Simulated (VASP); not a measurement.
# H17O8F in VASP: notebook, part 2 of 2

VASP 6.6.1.

## 3. Single point, PBEsol

The input, INCAR:

```
SYSTEM = H17O8F
PREC = Accurate
ENCUT = 520
EDIFF = 1E-6
ISMEAR = -1
SIGMA = 0.02
LREAL = Auto
LASPH = .TRUE.
NELM = 80
ALGO = Normal
ISIF = 2
LWAVE = .FALSE.
LCHARG = .FALSE.
GGA = PS
NBANDS = 55
```

The input, KPOINTS:

```
Automatic mesh
0
G
  1 1 1
  0 0 0
```

The input, POSCAR:

```
H17O8F
1.0
    6.7047270000      0.0000000000      0.0000000000
    0.0000000000      6.7047270000      0.0000000000
    0.0000000000      0.0000000000      6.7047270000
O H F
8 17 1
Direct
    0.9351163739     -0.0387040367      0.3612675057
    0.3922903945      0.3740793622      0.3608498899
    0.5375162926      0.7062778246      0.7815232447
    0.8332181161      0.1837211269      0.6935703721
    0.1619752751      0.6278406265      0.3937371350
    0.1051198654      0.4558873165     -0.0294717443
    0.4396748742      0.3502752610      0.8217187665
    0.3590302782      0.0255043941      0.1741756227
    0.8810052967     -0.0117827318      0.4869549498
    1.0401765799     -0.1807083271      0.3130925390
    0.4497125685      0.3329442049      0.4811232433
    0.3552120765      0.2802202088      0.2348790637
    0.5612607344      0.7194923820      0.9349373957
    0.5735207414      0.8261335622      0.7616119195
    0.6916165267      0.1399460411      0.7465330057
    0.9394118508      0.1545625944      0.7909196005
    0.0717851748      0.6185934192      0.4994685093
    0.2558493433      0.5024962239      0.3710367327
    0.1033599131      0.3468895900     -0.1211384147
    0.0136172584      0.4106058308      0.0784222833
    0.4562303581      0.4851055084      0.7916504281
    0.3632660957      0.3406402677      0.9472123175
    0.3238312313      0.0152131474      0.0272494316
    0.5130708528     -0.0387189516      0.1784860144
    0.8416151769      0.9835896376      1.2202286536
    0.7794202508      0.9788467152      1.0679480313
```

Potentials or basis: VASP PAW PBE potentials, release 64 (O, H, F).

Started as:

```bash
> cat potpaw_PBE.64/O/POTCAR potpaw_PBE.64/H/POTCAR potpaw_PBE.64/F/POTCAR > POTCAR
> mpirun -np 1 vasp_gam > vasp.out
```

OUTCAR:

```text
SYSTEM = H17O8F
   PREC = Accurate
   ENCUT = 520
   EDIFF = 1E-6
   ISMEAR = -1
   LREAL = Auto
   LASPH = .TRUE.
   NELM = 80
   ISIF = 2
   GGA = PS

 ion  position               nearest neighbor table
   1  0.935  0.961  0.361-   9 0.94  25 1.14  10 1.23
   2  0.392  0.374  0.361-  11 0.94  12 1.08  18 1.26
   3  0.538  0.706  0.782-  14 0.85  13 1.04
   4  0.833  0.184  0.694-  16 0.99  15 1.06
   5  0.162  0.628  0.394-  17 0.93  18 1.06
   6  0.105  0.456  0.971-  19 0.95  20 1.00
   7  0.440  0.350  0.822-  21 0.93  22 0.99
   8  0.359  0.026  0.174-  23 1.02  24 1.12
   9  0.881  0.988  0.487-   1 0.94
  10  0.040  0.819  0.313-   1 1.23
  11  0.450  0.333  0.481-   2 0.94
  12  0.355  0.280  0.235-   2 1.08
  13  0.561  0.719  0.935-   3 1.04
  14  0.574  0.826  0.762-   3 0.85
  15  0.692  0.140  0.747-   4 1.06
  16  0.939  0.155  0.791-   4 0.99
  17  0.072  0.619  0.499-   5 0.93
  18  0.256  0.502  0.371-   5 1.06   2 1.26
  19  0.103  0.347  0.879-   6 0.95
  20  0.014  0.411  0.078-   6 1.00
  21  0.456  0.485  0.792-   7 0.93
  22  0.363  0.341  0.947-   7 0.99
[... 217 lines left out ...]
 Fermi energy:        -3.3831160297

 k-point     1 :       0.0000    0.0000    0.0000
  band No.  band energies     occupation
      1     -24.8931      2.00000
      2     -23.8190      2.00000
      3     -23.0557      2.00000
      4     -22.8703      2.00000
      5     -22.2950      2.00000
      6     -22.1172      2.00000
[... 40 lines left out ...]
     47       5.6027      0.00000
     48       6.1792      0.00000
 [bands above 48 left out]

------------------------ aborting loop because EDIFF is reached ----------------------------------------

  FORCE on cell =-STRESS in cart. coord.  units (eV):
  Direction    XX          YY          ZZ          XY          YZ          ZX
  --------------------------------------------------------------------------------------
  -------------------------------------------------------------------------------------
  Total       -4.5725186      9.3399501      1.5692521      3.0115174     -3.7341795     -1.1530818
  in kB      -24.3065191     49.6491528      8.3418046     16.0085745    -19.8500900     -6.1295330
  external PRESSURE =      11.2281461 kB  Pullay stress =       0.0000000 kB

 VOLUME and BASIS-vectors are now :
 -----------------------------------------------------------------------------
  energy-cutoff  :      520.00
  volume of cell :      301.40
      direct lattice vectors                 reciprocal lattice vectors
     6.704727000  0.000000000  0.000000000     0.149148504  0.000000000  0.000000000
     0.000000000  6.704727000  0.000000000     0.000000000  0.149148504  0.000000000
     0.000000000  0.000000000  6.704727000     0.000000000  0.000000000  0.149148504

 POSITION                                       TOTAL-FORCE (eV/Angst)
 -----------------------------------------------------------------------------------
      6.26970      6.44523      2.42220         3.208807     -2.635372     -3.309006
      2.63020      2.50810      2.41940        -1.021291     -0.119491     -4.610541
      3.60390      4.73540      5.23990        -1.967632     -7.642522      5.017563
      5.58650      1.23180      4.65020        -1.923733     -0.954155     -0.048654
      1.08600      4.20950      2.63990        -0.630928      2.551395     -2.157822
      0.70480      3.05660      6.50713        -0.678059      0.120338      1.889406
[... 18 lines left out ...]
      5.64280      6.59470      1.47657         0.204028     -0.043568      0.263348
      5.22580      6.56290      0.45557        -1.434122     -0.052017     -1.379847
 -----------------------------------------------------------------------------------
    total drift:                                0.004884     -0.005582      0.007029

  FREE ENERGIE OF THE ION-ELECTRON SYSTEM (eV)
  ---------------------------------------------------
  free  energy   TOTEN  =      -122.0283447343 eV

  energy  without entropy=     -122.0283447343  energy(sigma->0) =     -122.02834473
```

Wall time 30 s (1 thread of Intel Xeon Platinum 8488C (Sapphire Rapids), shared host); peak memory 0.32 GiB.

What came out:

| Item | Value |
| --- | --- |
| Free energy | -122.0283 eV |
| Pressure | 1.1 GPa |
| Largest force | 10.201 eV/Å |
| Band gap on the k mesh | 3.94 eV |

Forces in eV/Å, atoms in the order of the input:
```
O    3.209 -2.635 -3.309
O   -1.021 -0.119 -4.611
O   -1.968 -7.643  5.018
O   -1.924 -0.954 -0.049
O   -0.631  2.551 -2.158
O   -0.678  0.120  1.889
O   -0.244 -4.093  0.592
O    2.739 -1.199 -1.648
H   -0.525  0.387  2.643
H   -1.048  1.433  2.333
H    0.712 -1.490  1.516
H    1.371 -0.004  3.246
H   -0.296 -0.992 -2.004
H    2.769  9.384 -2.888
H    2.828  1.280 -0.049
H   -1.226 -0.453  0.055
H   -1.159 -0.628  1.805
H    0.021  0.304  0.490
H   -0.088 -0.460 -1.062
H    0.388  0.551 -0.457
H    0.256  2.619 -0.544
H    0.338  0.491 -0.696
H    0.474 -0.168  1.505
H   -3.067  1.814 -0.502
H    0.204 -0.044  0.263
F   -1.434 -0.052 -1.380
```

Caveat: the k points lie up to 0.94 Å⁻¹ apart; the PAW data sets were made with another functional, which shifts forces and pressure a little.

## 4. Single point, PBEsol

The input, INCAR:

```
PREC = Accurate
ENCUT = 520
EDIFF = 1E-6
ISMEAR = -1
SIGMA = 0.02
LREAL = Auto
LASPH = True
NELM = 60
ALGO = Normal
ISIF = 2
LWAVE = False
LCHARG = False
GGA = PS
NBANDS = 55
```

The input, KPOINTS:

```
regular mesh
0
Gamma
  1 1 1
```

The input, POSCAR:

```
H17O8F
1.0
    6.7047270000      0.0000000000      0.0000000000
    0.0000000000      6.7047270000      0.0000000000
    0.0000000000      0.0000000000      6.7047270000
O H F
8 17 1
Direct
    0.9645135440     -0.0172415670      0.3928720737
    0.3589557039      0.3216834929      0.3443391506
    0.6058263073      0.7263979577      0.8200930478
    0.8922212642      0.1759952344      0.7273375933
    0.1308927269      0.6167887223      0.4047442946
    0.0438496601      0.5481207512     -0.0093814409
    0.4186747648      0.3265904786      0.7296195654
    0.3115115649     -0.0257430317      0.1387975976
    0.9233783866      0.1096838096      0.6015457453
    1.0136728908     -0.1460313000      0.4396748742
    0.3840275674      0.2901236695      0.4833455561
    0.2213214647      0.2605624360      0.3135399846
    0.7080825215      0.8181988618      0.8678951432
    0.5346973859      0.7478604274      0.6834282738
    0.7915161945      0.2662748237      0.7436991842
    0.8622275001      0.0848058392      0.8785294315
    0.1392450431      0.5794121073      0.5449886326
    0.2191737262      0.5261810063      0.3397901212
   -0.0962753592      0.5430049575     -0.0506359170
    0.0207614717      0.6481993972      0.1109664868
    0.5240183530      0.3330187791      0.8164538243
    0.3366281729      0.2319855827      0.8144701492
    0.3804629182     -0.0983336085      0.0091428033
    0.4255355960      0.0005071049      0.2326418361
    0.8894918466      1.0143589739      1.2786202928
    0.8372451257      0.9878254551      1.0441290152
```

Started as:

```bash
> cat potpaw_PBE.64/O/POTCAR potpaw_PBE.64/H/POTCAR potpaw_PBE.64/F/POTCAR > POTCAR
> mpirun -np 1 vasp_gam > vasp.out
```

It took 35 s on 1 thread of Intel Xeon Platinum 8488C (Sapphire Rapids), shared host; peak memory 0.32 GiB.

Results (log left out):

* Free energy: -123.2364 eV
* Pressure: -0.4 GPa
* Largest force: 5.147 eV/Å
* Band gap on the k mesh: 3.58 eV

Forces in eV/Å, atoms in the order of the input:
```
O    1.214  1.808  4.663
O   -1.904 -0.881 -1.507
O   -1.951 -0.981 -1.756
O    2.202 -1.755  3.487
O   -1.785  1.856  1.608
O   -1.062  1.910  2.135
O   -3.302 -1.850 -0.569
O    2.306 -1.423 -2.645
H   -0.220 -1.131 -2.570
H   -0.084 -0.670 -1.587
H    0.156  0.098  0.835
H    1.977  0.216  0.204
H    0.120  0.869 -0.288
H    1.883  0.156  2.419
H   -2.534  2.610 -0.886
H    0.694 -0.954  0.866
H    0.039 -0.151 -0.046
H    1.613 -1.143 -0.705
H    0.070 -0.135 -0.297
H    0.917 -1.660 -1.950
H    2.905  1.022  2.147
H    0.086  0.892 -0.918
H   -1.201  1.283  3.122
H   -0.847 -0.119 -1.086
H   -0.869 -0.735 -2.410
F   -0.422  0.868 -2.267
```

Stress tensor (GPa, compression positive):
```
 0.99 -1.17  1.22
-1.17  0.66  0.42
 1.22  0.42 -2.95
```

Levels at points of the mesh, in eV from the valence-band top:
```
           k point  band 32  band 33  band 34  band 35  band 36  band 37  band 38  band 39  band 40  band 41
(0.00, 0.00, 0.00)    -1.06    -0.81    -0.67    -0.39     0.00     3.58     6.06     6.71     7.12     7.26
```

Caveat: the k points lie up to 0.94 Å⁻¹ apart; the PAW data sets were made with another functional, which shifts forces and pressure a little.

## 5. Single point, PBEsol

The input, INCAR:

```
  ALGO = Normal
  EDIFF = 1E-6
  ENCUT = 520
  GGA = PS
  ISIF = 2
  ISMEAR = -1
  LASPH = T
  LCHARG = F
  LREAL = Auto
  LWAVE = F
  NBANDS = 55
  NELM = 60
  PREC = Accurate
  SIGMA = 0.02
```

The input, KPOINTS:

```
k-points
0
Gamma
  1 1 1
```

The input, POSCAR:

```
H17O8F
1.0
    6.7047270000      0.0000000000      0.0000000000
    0.0000000000      6.7047270000      0.0000000000
    0.0000000000      0.0000000000      6.7047270000
O H F
8 17 1
Direct
    1.0168646688      0.0047429224      0.3714394337
    0.2904667110      0.3001762786      0.3868763038
    0.5128769598      0.6943906888      0.8614817576
    0.8018671006      0.1965329834      0.7365997154
    0.2119847684      0.6905426574      0.4438808620
    0.0516799565      0.4866268231      0.0232224220
    0.3148226617      0.2946428691      0.7933358062
    0.4185554460      0.0515606377      0.0494725587
    0.7192089999      0.2456923302      0.6272440325
    1.0296466955     -0.0616430766      0.5016908220
    0.2908544971      0.3222502572      0.5344289186
    0.4275491008      0.2740603756      0.3267992865
    0.6499742644      0.7388220281      0.8922510939
    0.4497423982      0.7257566192      0.7469357067
    0.7620295353      0.2534480524      0.8817062947
    0.8763518634      0.0064730451      0.8169460144
    0.0823150592      0.6765972723      0.3955567468
    0.2539253276      0.5604105879      0.4624647655
    0.0641935160      0.5888979521     -0.0957682542
    0.1231668344      0.5313862891      0.1541449786
    0.4110681911      0.3867868147      0.8472082458
    0.1834675744      0.3463228257      0.8186015627
    0.4710557193     -0.0859691976      0.0843583937
    0.2717634887      0.0249823744      0.0583170650
    1.1087550619      1.1128715606      1.3745078659
    0.9330879542      0.9253620617      0.9278975863
```

Started as:

```bash
> cat potpaw_PBE.64/O/POTCAR potpaw_PBE.64/H/POTCAR potpaw_PBE.64/F/POTCAR > POTCAR
> mpirun -np 1 vasp_gam > vasp.out
```

Run time: 30 s. Hardware: 1 thread of Intel Xeon Platinum 8488C (Sapphire Rapids), shared host; peak memory 0.32 GiB.

It converged, with:

```
Free energy            : -123.0201 eV
Pressure               : 0.3 GPa
Largest force          : 5.904 eV/Å
Band gap on the k mesh : 3.39 eV
```

Forces in eV/Å, atoms in the order of the input:
```
O   -1.963 -1.331  0.413
O    0.933  0.230 -0.863
O    2.301 -2.363  4.897
O   -0.188  1.032  2.917
O    1.305  2.744  0.777
O    0.386  1.694 -0.417
O    0.270 -0.522 -2.198
O   -0.187 -1.880  1.245
H   -0.186 -0.111  0.491
H    0.232  0.479 -0.507
H    0.959 -0.890  0.373
H   -1.712 -0.019  0.808
H   -0.678  0.238 -1.042
H   -1.307  1.805 -3.957
H    0.462 -0.857 -3.352
H    0.108  0.265  0.332
H   -2.287  0.256 -0.921
H    1.176 -3.022  0.096
H   -0.033 -1.080  3.019
H   -0.698 -0.310 -2.593
H    0.118  0.732  0.488
H   -0.600  0.337  1.027
H   -0.494  1.409 -0.372
H    0.918  0.449 -0.170
H    1.368  1.289  0.006
F   -0.203 -0.574 -0.498
```

Stress tensor (GPa, compression positive):
```
 0.43 -1.66  0.90
-1.66  3.03 -0.66
 0.90 -0.66 -2.56
```

Levels at points of the mesh, in eV from the valence-band top:
| k point | band 33 | band 34 | band 35 | band 36 | band 37 | band 38 | band 39 | band 40 |
| --- | --- | --- | --- | --- | --- | --- | --- | --- |
| (0.00, 0.00, 0.00) | -1.02 | -0.90 | -0.23 | 0.00 | 3.39 | 5.91 | 6.54 | 6.84 |

Caveat: the k points lie up to 0.94 Å⁻¹ apart; the PAW data sets were made with another functional, which shifts forces and pressure a little.

## 6. Single point, PBEsol

The input, INCAR:

```
SYSTEM = H17O8F
ALGO = Normal
EDIFF = 1E-6
ENCUT = 520
GGA = PS
ISIF = 2
ISMEAR = -1
LASPH = .TRUE.
LCHARG = .FALSE.
LREAL = Auto
LWAVE = .FALSE.
NBANDS = 55
NELM = 60
PREC = Accurate
SIGMA = 0.02
```

The input, KPOINTS:

```
k-points
0
G
  1 1 1
  0 0 0
```

The input, POSCAR:

```
H17O8F
1.0
    6.7047270000      0.0000000000      0.0000000000
    0.0000000000      6.7047270000      0.0000000000
    0.0000000000      0.0000000000      6.7047270000
O H F
8 17 1
Direct
    0.8903718227      0.0072337024      0.3249945896
    0.4231193902      0.3621623968      0.3756454215
    0.4637474427      0.6243356366      0.8567984946
    0.7426700595      0.2158477146      0.8228672100
    0.3568974546      0.7348845076      0.5400219875
   -0.0052052828      0.4867461419      0.1125474609
    0.1782026323      0.3364342799      0.7408206181
    0.5137569360      0.0588689144      0.0936503455
    0.6639942238      0.3162694022      0.8892532090
    0.8456421865      0.0462509510      0.1990535931
    0.3356437928      0.2867379984      0.4751722180
    0.4928314009      0.2807571434      0.2878715271
    0.6076160894      0.6232319377      0.8665229770
    0.4077272647      0.6400409741      0.7131684855
    0.8410334977      0.3013843815      0.7141379507
    0.8788724731     -0.0571387918      0.7378823925
    0.2458116490      0.8088174209      0.4718462064
    0.4063103539      0.6465438488      0.4208672478
    0.1133677777      0.5245254579      0.0187777966
   -0.0364220646      0.5897331838      0.2131630415
    0.2992515579      0.3896057215      0.8120091989
    0.1107427640      0.2867827430      0.8599753577
    0.5360993818     -0.0248630556      0.2012759058
    0.4817944116     -0.0424625790     -0.0110220744
    1.0327340696      1.0291097609      1.2881061377
    0.9751925768      0.8350973873      0.7728875464
```

Potentials or basis: VASP PAW PBE potentials, release 64 (O, H, F).

Started as:

```bash
> cat potpaw_PBE.64/O/POTCAR potpaw_PBE.64/H/POTCAR potpaw_PBE.64/F/POTCAR > POTCAR
> mpirun -np 1 vasp_gam > vasp.out
```

It took 31 s on 1 thread of Intel Xeon Platinum 8488C (Sapphire Rapids), shared host; peak memory 0.32 GiB.

Results (log left out):

| Item | Value |
| --- | --- |
| Free energy | -123.0678 eV |
| Pressure | -1.7 GPa |
| Largest force | 5.176 eV/Å |
| Band gap on the k mesh | 3.95 eV |

Forces on the atoms (eV/Å):
```
O    2.348 -0.580  1.382
O   -2.189  1.628  2.890
O   -0.641 -0.765  0.956
O    3.476  1.264 -3.621
O   -0.364  0.136 -4.327
O    1.286  0.251 -1.204
O    0.845  0.181  0.911
O   -0.832  0.448 -2.477
H   -0.273  0.414  0.300
H   -1.892  0.814 -2.415
H    1.151  0.792 -1.250
H    0.947 -1.905 -1.583
H    0.315  0.077 -0.419
H    0.692  0.558  0.906
H   -2.717 -1.980  2.864
H    1.210 -1.253  0.646
H    0.546 -0.611  1.251
H   -0.564  0.352  1.850
H   -2.044  0.177  1.941
H    0.664 -0.171 -0.735
H   -0.112  0.211 -0.839
H   -0.621 -0.554 -0.135
H    0.553 -1.628  2.582
H    0.114  0.724  0.148
H   -0.445 -0.118  0.937
F   -1.451  1.537 -0.561
```

Stress tensor (GPa, compression positive):
```
-2.96 -1.13  2.36
-1.13 -1.29 -0.36
 2.36 -0.36 -0.93
```

Levels at points of the mesh, in eV from the valence-band top:
```csv
k point,band 34,band 35,band 36,band 37,band 38,band 39
"(0.00, 0.00, 0.00)",-0.41,-0.29,0.00,3.95,6.37,7.31
```

Caveat: the k points lie up to 0.94 Å⁻¹ apart; the PAW data sets were made with another functional, which shifts forces and pressure a little.

## 7. Single point, PBEsol

The input, INCAR:

```
PREC     = Accurate       # precision mode
ENCUT    = 520            # plane-wave cutoff, eV
EDIFF    = 1E-7           # SCF threshold, eV
ISMEAR   = -1             # smearing method
SIGMA    = 0.02           # smearing width, eV
LREAL    = Auto         
LASPH    = True           # aspherical terms in the spheres
NELM     = 60             # most SCF steps
ALGO     = Normal         # electronic algorithm
ISIF     = 2              # what is computed and relaxed
LWAVE    = False          # write WAVECAR
LCHARG   = True           # write CHGCAR
GGA      = PS             # functional
LELF     = True           # ELF
LVHAR    = True         
NBANDS   = 55             # bands
```

The input, KPOINTS:

```
regular mesh
0
Gamma
  1 1 1
```

The input, POSCAR:

```
H17O8F
1.0
    6.7047270000      0.0000000000      0.0000000000
    0.0000000000      6.7047270000      0.0000000000
    0.0000000000      0.0000000000      6.7047270000
O H F
8 17 1
Direct
    0.8843611380      0.0579143640      0.3486047978
    0.5494183432      0.4535456850      0.3611034424
    0.5098045006      0.5636023659      0.9484055055
    0.7560486803      0.1652267124      0.8329645637
    0.4473411073      0.8216143625      0.4699520204
   -0.1480448048      0.5406484112      0.2326269213
    0.1398863817      0.2955377602      0.7086642006
    0.4651643534     -0.0446103175      0.1170815754
    0.6574764342      0.0806445960      0.8789023028
    0.7542439834      0.0025951840      0.3291558329
    0.5143237003      0.3596865316      0.2617257944
    0.6948083046      0.4483404022      0.3638179452
    0.5643779381      0.5174259892      1.0705879598
    0.4810337542      0.4356478646      0.8918931375
    0.6961655560      0.2566547452      0.7063523988
    0.9204550759     -0.0716658560      0.5147562309
    0.3188347564      0.8768589683      0.4248942574
    0.4414944859      0.6511823673      0.4227912635
   -0.1395582549      0.5778609629      0.0969614423
   -0.0942171098      0.6505261139      0.3171792080
    0.1156944943      0.4246407050      0.7889060957
    0.1285361805      0.2224549933      0.8437330856
    0.4514874357     -0.0693242245      0.2608607330
    0.4731736281     -0.1907460214      0.0705919868
    0.8392884602      1.1805551516      1.2818568153
    0.9647969261      0.8278935145      0.6253647613
```

Started as:

```bash
> cat potpaw_PBE.64/O/POTCAR potpaw_PBE.64/H/POTCAR potpaw_PBE.64/F/POTCAR > POTCAR
> mpirun -np 1 vasp_gam > vasp.out
```

Run time: 33 s. Hardware: 1 thread of Intel Xeon Platinum 8488C (Sapphire Rapids), shared host; peak memory 0.32 GiB.

The run converged. Its results:

```yaml
Free_energy: -121.9410 eV
Pressure: 0.3 GPa
Largest_force: 6.150 eV/Å
Band_gap_on_the_k_mesh: 3.75 eV
```

Forces on the atoms (eV/Å):
```
O   -0.366  0.631 -0.689
O   -1.859 -0.073  1.968
O   -0.236  0.819 -0.583
O    0.962  4.711 -3.833
O   -0.647 -3.288 -0.797
O    2.186  0.559  1.567
O   -0.197  1.328  4.039
O    0.388 -1.178 -1.601
H   -2.695 -1.946  0.850
H   -1.551 -1.721 -0.103
H   -0.951 -1.311 -0.729
H    0.393  0.572 -0.242
H    0.781  0.169  1.609
H   -0.572 -0.741 -1.217
H    1.391 -2.736  3.388
H    1.005 -0.612  2.035
H   -0.278 -0.495  1.005
H    0.552  3.429  0.936
H    0.167  0.566 -1.582
H   -0.075 -0.585 -0.546
H    0.338 -0.748 -2.022
H    0.061 -0.432 -2.213
H    0.550 -0.079  0.418
H   -0.214  1.804 -0.109
H    1.443  0.677  0.234
F   -0.576  0.681 -1.781
```

Stress tensor (GPa, compression positive):
```
 3.84  3.15 -2.30
 3.15 -2.78 -0.72
-2.30 -0.72 -0.29
```

Levels at points of the mesh, in eV from the valence-band top:
```tsv
k point	band 33	band 34	band 35	band 36	band 37	band 38	band 39	band 40
(0.00, 0.00, 0.00)	-0.44	-0.34	-0.09	0.00	3.75	6.45	6.52	6.97
```

Caveat: the k points lie up to 0.94 Å⁻¹ apart; the PAW data sets were made with another functional, which shifts forces and pressure a little.
